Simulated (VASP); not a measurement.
# BiAs (rocksalt type) (Fm-3m) in VASP: further runs

Runs on BiAs (rocksalt type). Level: PBE. Tasks: density of states.

Everything below comes from runs of VASP 6.6.1. Logs are shortened: lines on timing, memory, paths and dates and some standing lists are left out, and cuts for length are marked.

## 1. The cell of the first run

The structure is cubic, space group Fm-3m (No. 225). Conventional cell: a = 4.445 Å, b = 4.445 Å, c = 4.445 Å, α = 90.00°, β = 90.00°, γ = 90.00°. Bi (site symmetry m-3m) has 6 As at 2.22 Å within 2.9 Å. Within 2.9 Å of As (site symmetry m-3m) lie 6 Bi at 2.22 Å.

## 2. Density of states, PBE (volume scaled by 0.4)

Contents of POSCAR:

```
BiAs
1.0
    0.0000000000      2.2225025942      2.2225025942
    2.2225025942      0.0000000000      2.2225025942
    2.2225025942      2.2225025942      0.0000000000
Bi As
1 1
Direct
    0.0000000000      0.0000000000      0.0000000000
    0.5000000000      0.5000000000      0.5000000000
```

Contents of INCAR.step1:

```
SYSTEM = BiAs
ALGO = Normal ; EDIFF = 1E-6
ENCUT = 520 ; GGA = PE
ISIF = 2 ; ISMEAR = -1
LASPH = .TRUE. ; LCHARG = .TRUE.
LREAL = .FALSE. ; LWAVE = .FALSE.
NBANDS = 17 ; NELM = 60
PREC = Accurate ; SIGMA = 0.05
```

Contents of KPOINTS.step1:

```
k-points
0
G
  13 13 13
  0 0 0
```

Contents of INCAR.step2:

```
SYSTEM = BiAs
ALGO = Normal ; EDIFF = 1E-6
ENCUT = 520 ; GGA = PE
ICHARG = 11 ; ISIF = 2
ISMEAR = -5 ; LASPH = .TRUE.
LCHARG = .FALSE. ; LORBIT = 11
LREAL = .FALSE. ; LWAVE = .FALSE.
NEDOS = 1001 ; NELM = 60
PREC = Accurate ; SIGMA = 0.05
```

Contents of KPOINTS.step2:

```
k-points
0
G
  20 20 20
  0 0 0
```

Potentials or basis: VASP PAW PBE potentials, release 64 (Bi_d, As).

Started as:

```console
cat potpaw_PBE.64/Bi_d/POTCAR potpaw_PBE.64/As/POTCAR > POTCAR
cp INCAR.step1 INCAR
cp KPOINTS.step1 KPOINTS
mpirun -np 1 vasp_std > vasp.out
cp INCAR.step2 INCAR
cp KPOINTS.step2 KPOINTS
mpirun -np 1 vasp_std > vasp.out
```

OUTCAR:

```text
SYSTEM = BiAs
   EDIFF = 1E-6
   ENCUT = 520
   GGA = PE
   ICHARG = 11
   ISIF = 2
   ISMEAR = -5
   LASPH = .TRUE.
   LORBIT = 11
   LREAL = .FALSE.
   NELM = 60
   PREC = Accurate

 ion  position               nearest neighbor table
   1  0.000  0.000  0.000-   2 2.22   2 2.22   2 2.22   2 2.22   2 2.22   2 2.22
   2  0.500  0.500  0.500-   1 2.22   1 2.22   1 2.22   1 2.22   1 2.22   1 2.22

  LATTYP: Found a face centered cubic cell.
 ALAT       =     4.4450051884

  Lattice vectors:

 A1 = (   0.0000000000,   2.2225025942,   2.2225025942)
 A2 = (   2.2225025942,   0.0000000000,   2.2225025942)
 A3 = (   2.2225025942,   2.2225025942,   0.0000000000)

Analysis of symmetry for initial positions (statically):
=====================================================================
 Subroutine PRICEL returns:
 Original cell was already a primitive cell.

 Routine SETGRP: Setting up the symmetry group for a
 face centered cubic supercell.

 Subroutine GETGRP returns: Found 48 space group operations
 (whereof 48 operations were pure point group operations)
 out of a pool of 48 trial point group operations.

The static configuration has the point symmetry O_h .

Analysis of symmetry for dynamics (positions and initial velocities):
=====================================================================
 Subroutine PRICEL returns:
 Original cell was already a primitive cell.

 Routine SETGRP: Setting up the symmetry group for a
 face centered cubic supercell.

 Subroutine GETGRP returns: Found 48 space group operations
 (whereof 48 operations were pure point group operations)
 out of a pool of 48 trial point group operations.

The dynamic configuration has the point symmetry O_h .

 Subroutine INISYM returns: Found 48 space group operations
 (whereof 48 operations are pure point group operations),
 and found     1 'primitive' translations

----------------------------------------------------------------------------------------

                                     Primitive cell

  volume of cell :      21.9562

  direct lattice vectors                    reciprocal lattice vectors
     0.000000000  2.222502594  2.222502594    -0.224971616  0.224971616  0.224971616
     2.222502594  0.000000000  2.222502594     0.224971616 -0.224971616  0.224971616
     2.222502594  2.222502594  0.000000000     0.224971616  0.224971616 -0.224971616

  length of vectors
     3.143093311  3.143093311  3.143093311     0.389662269  0.389662269  0.389662269

  position of ions in fractional coordinates (direct lattice)
     0.000000000  0.000000000  0.000000000
     0.500000000  0.500000000  0.500000000

[... 92 lines left out ...]
   EFERMI =   0.00;   METHOD = LEGACY
   ISMEAR =    -5;   SIGMA  =   0.05  broadening in eV -4-tet -1-fermi 0-gaus
   EFERMI_NEDOS =   21; number of points for ismear=-14 and -15
   IALGO  =     38    algorithm
   IMIX   =      4    mixing-type and parameters
     AMIX     =   0.40;   BMIX     =  1.00
     AMIX_MAG =   1.60;   BMIX_MAG =  1.00
  volume/ion in A,a.u.               =      10.98        74.08
  Fermi-wavevector in a.u.,A,eV,Ry     =   1.586960  2.998919 34.265470  2.518441
  Thomas-Fermi vector in A             =   2.686191
   LORBIT       =     11    0 simple, 1 ext, 2 COOP (PROOUT), +10 PAW based schemes
   GGA     = PE    functional components
   LHFCALC =     F    Hartree Fock is set to
   AEXX    =    0.0000 exact exchange contribution
   IVDW    =     0    specifies the selected vdW correction
   LEPSILON=     F    determine dielectric tensor
   LRPA    =     F    only Hartree local field effects (RPA)
 non-spin polarized calculation
 Fermi weights with tetrahedron method with Bloechl corrections
  energy-cutoff  :      520.00
  volume of cell :       21.96
 maximum number of plane-waves:       609

 number of electron      20.0000007 magnetization

 Free energy of the ion-electron system (eV)
  ---------------------------------------------------
  ext. energy  EPLUGINS =         0.00000000
  ---------------------------------------------------
  free energy    TOTEN  =        10.96139906 eV

  energy without entropy =       10.96139906  energy(sigma->0) =       10.96139906

 E-fermi :  23.1298     XC(G=0): -14.7680

 val. band max:       23.4052305679   @ k =  -0.2000   0.3000   0.1000
 cond. band min:      23.0587955380   @ k =  -0.3500   0.1500   0.0500
 fundamental gap:     -0.3464350300
 Fermi energy:        23.1297560002

 k-point     1 :       0.0000    0.0000    0.0000
  band No.  band energies     occupation
      1      -3.4275      2.00000
      2      -3.4275      2.00000
      3      -3.4096      2.00000
      4      -3.4096      2.00000
      5      -3.4096      2.00000
      6      -2.5800      2.00000
      7      18.4046      2.00000
      8      18.4046      2.00000
      9      18.4046      2.00000
     10      25.4493      0.00000
     11      25.6683      0.00000
     12      28.2915      0.00000
     13      28.2915      0.00000
     14      28.2915      0.00000
[... 377 lines left out ...]
      1      -3.8285      2.00000
      2      -3.8062      2.00000
      3      -3.6179      2.00000
      4      -3.0581      2.00000
      5      -3.0328      2.00000
      6       1.1959      2.00000
      7       8.2029      2.00000
      8      18.6053      2.00000
      9      21.1185      2.00000
     10      22.0157      2.00000
     11      22.2531      2.09012
     12      23.9195     -0.01947
     13      27.2965      0.00000
     14      31.3417      0.00000

 [... further k-points ...]
[... 5 lines left out ...]
  --------------------------------------------------------------------------------------
  -------------------------------------------------------------------------------------
  Total       59.4478788     59.4478788     59.4478788      0.0000000      0.0000000      0.0000000
  in kB     4338.0057169   4338.0057169   4338.0057169      0.0000000      0.0000000      0.0000000
  external PRESSURE =    4338.0057169 kB  Pullay stress =       0.0000000 kB

 VOLUME and BASIS-vectors are now :
 -----------------------------------------------------------------------------
  energy-cutoff  :      520.00
  volume of cell :       21.96
      direct lattice vectors                 reciprocal lattice vectors
     0.000000000  2.222502594  2.222502594    -0.224971616  0.224971616  0.224971616
     2.222502594  0.000000000  2.222502594     0.224971616 -0.224971616  0.224971616
     2.222502594  2.222502594  0.000000000     0.224971616  0.224971616 -0.224971616

 POSITION                                       TOTAL-FORCE (eV/Angst)
 -----------------------------------------------------------------------------------
      0.00000      0.00000      0.00000        -0.000000     -0.000000      0.000000
      2.22250      2.22250      2.22250         0.000000      0.000000     -0.000000
 -----------------------------------------------------------------------------------
    total drift:                                0.000000     -0.000000     -0.000000

  FREE ENERGIE OF THE ION-ELECTRON SYSTEM (eV)
  ---------------------------------------------------
  free  energy   TOTEN  =        10.9613990565 eV

  energy  without entropy=       10.9613990565  energy(sigma->0) =       10.96139906

 total charge

# of ion       s       p       d       tot
------------------------------------------
    1        1.561   2.478  10.474  14.514
    2        1.393   2.143   0.392   3.928
--------------------------------------------------
tot          2.955   4.621  10.866  18.442
```

OUTCAR.step1:

```text
SYSTEM = BiAs
   EDIFF = 1E-6
   ENCUT = 520
   GGA = PE
   ISIF = 2
   ISMEAR = -1
   LASPH = .TRUE.
[... 700 lines left out ...]
      0.00000      0.00000      0.00000        -0.000000      0.000000      0.000000
      2.22250      2.22250      2.22250         0.000000     -0.000000     -0.000000
 -----------------------------------------------------------------------------------
    total drift:                                0.000000     -0.000000     -0.000000

  FREE ENERGIE OF THE ION-ELECTRON SYSTEM (eV)
  ---------------------------------------------------
  free  energy   TOTEN  =        10.9648742424 eV

  energy  without entropy=       10.9718583348  energy(sigma->0) =       10.96836629
```

OSZICAR.step1:

```text
N       E                     dE             d eps       ncg     rms          rms(c)
DAV:   1     0.173260709512E+03    0.17326E+03   -0.10552E+04  2936   0.165E+03
DAV:   2     0.191157212231E+02   -0.15414E+03   -0.14945E+03  3133   0.381E+02
DAV:   3     0.102473792372E+02   -0.88683E+01   -0.87684E+01  3591   0.884E+01
DAV:   4     0.101167676149E+02   -0.13061E+00   -0.13046E+00  3562   0.103E+01
DAV:   5     0.101137927128E+02   -0.29749E-02   -0.29746E-02  3774   0.153E+00    0.108E+01
DAV:   6     0.107117428042E+02    0.59795E+00   -0.28895E-01  3916   0.814E+00    0.633E+00
DAV:   7     0.109572482557E+02    0.24551E+00   -0.26716E-01  3948   0.575E+00    0.107E+00
DAV:   8     0.109647205538E+02    0.74723E-02   -0.22200E-02  3764   0.193E+00    0.287E-01
DAV:   9     0.109646089133E+02   -0.11164E-03   -0.64984E-04  3844   0.369E-01    0.788E-02
DAV:  10     0.109648723050E+02    0.26339E-03   -0.19341E-04  3750   0.245E-01    0.880E-02
DAV:  11     0.109648753449E+02    0.30399E-05   -0.24679E-05  3907   0.878E-02    0.197E-02
DAV:  12     0.109648740470E+02   -0.12979E-05   -0.10390E-06  2350   0.161E-02    0.904E-03
DAV:  13     0.109648742424E+02    0.19536E-06   -0.22602E-07  1730   0.452E-03
   1 F= 0.10964874E+02 E0= 0.10968366E+02  d E =-.698409E-02
```

It took 69 s on 1 thread of AMD EPYC 7R43 (Zen 3), shared host; peak memory 0.17 GiB.

What came out:

* Valence electrons inside the program's atomic spheres: Bi 14.51; As 3.93

Caveat: the cell differs from its parent crystal (volume scaled by 0.4); spin-orbit coupling is left out, which moves the levels of the heavy elements; tetrahedron occupations give inexact forces and stress in metals.

## 3. Density of states, PBE

This run uses another cell than the first one, of 27.45 Å³/atom, 2.500 times its volume.

Contents of POSCAR:

```
BiAs
1.0
    0.0000000000      3.0164000973      3.0164000973
    3.0164000973      0.0000000000      3.0164000973
    3.0164000973      3.0164000973      0.0000000000
Bi As
1 1
Direct
    0.0000000000      0.0000000000      0.0000000000
    0.5000000000      0.5000000000      0.5000000000
```

Contents of INCAR.step1:

```
SYSTEM = BiAs
ALGO = Normal
EDIFF = 1E-6
ENCUT = 520
GGA = PE
ISIF = 2
ISMEAR = -1
LASPH = .True.
LCHARG = .True.
LREAL = .False.
LWAVE = .False.
NBANDS = 17
NELM = 80
PREC = Accurate
SIGMA = 0.05
```

Contents of KPOINTS.step1:

```
k-points
0
Gamma
  13 13 13
  0 0 0
```

Contents of INCAR.step2:

```
SYSTEM = BiAs
ALGO = Normal
EDIFF = 1E-6
ENCUT = 520
GGA = PE
ICHARG = 11
ISIF = 2
ISMEAR = -5
LASPH = .True.
LCHARG = .False.
LORBIT = 11
LREAL = .False.
LWAVE = .False.
NBANDS = 17
NEDOS = 2001
NELM = 80
PREC = Accurate
SIGMA = 0.05
```

Contents of KPOINTS.step2:

```
k-points
0
Gamma
  20 20 20
  0 0 0
```

Potentials or basis: VASP PAW PBE potentials, release 64 (Bi_d, As).

Started as:

```console
cat potpaw_PBE.64/Bi_d/POTCAR potpaw_PBE.64/As/POTCAR > POTCAR
cp INCAR.step1 INCAR
cp KPOINTS.step1 KPOINTS
mpirun -np 1 vasp_std > vasp.out
cp INCAR.step2 INCAR
cp KPOINTS.step2 KPOINTS
mpirun -np 1 vasp_std > vasp.out
```

It took 2.6 min on 1 thread of AMD EPYC 7R43 (Zen 3), shared host; peak memory 0.33 GiB.

Results (log left out):

- Valence electrons inside the program's atomic spheres: Bi 12.68; As 2.71

Levels at points of the mesh, in eV from the valence-band top:
| k point | band 6 | band 7 | band 8 | band 9 | band 10 | band 11 | band 12 | band 13 | band 14 | band 15 |
| --- | --- | --- | --- | --- | --- | --- | --- | --- | --- | --- |
| (0.00, 0.00, 0.00) | -13.56 | -6.48 | -1.48 | -1.48 | -1.48 | 3.72 | 3.72 | 3.72 | 5.85 | 5.85 |
| (0.50, 0.00, 0.00) | -11.14 | -10.69 | -0.59 | -0.59 | -0.13 | 0.02 | 0.14 | 0.14 | 8.87 | 9.63 |
| (0.50, 0.50, 0.00) | -11.25 | -8.86 | -5.50 | -3.39 | -3.39 | 2.91 | 5.49 | 5.49 | 7.01 | 10.85 |

Caveat: spin-orbit coupling is left out, which moves the levels of the heavy elements.
